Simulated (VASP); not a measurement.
Crystal: KBr.

```
K Br
1.0
     0.01101    3.31326    3.31326
     3.31326    0.01101    3.31326
     3.31326    3.31326    0.01101
K Br
1 1
Direct
  0.00000 0.00000 0.00000
  0.50000 0.50000 0.50000
```

This cell differs from its parent crystal: strain along [111] +0.5%.

Base run:

| Property | Result |
| --- | --- |
| Program | VASP 6.6.1 |
| Functional | PBE |
| Potentials or basis | VASP PAW PBE potentials, release 64 (K_sv, Br) |
| Cutoff | 520 eV |
| k mesh | 6 × 6 × 6 |
| Occupations | fermi-dirac, width 0.02 eV |
| Spin | no spin polarisation |

Its results: band gap on the k mesh 4.41 eV; pressure 0.6 GPa.

**Question.** The run is repeated on the same cell with these changes: functional from PBE to r2SCAN; occupations from fermi-dirac, width 0.02 eV to gaussian, width 0.01 eV. What comes out?

**Answer.** Band gap on the k mesh 5.06 eV; pressure -0.1 GPa.

Caveats: the PAW data sets were made with another functional, which shifts forces and pressure a little (at least some runs).

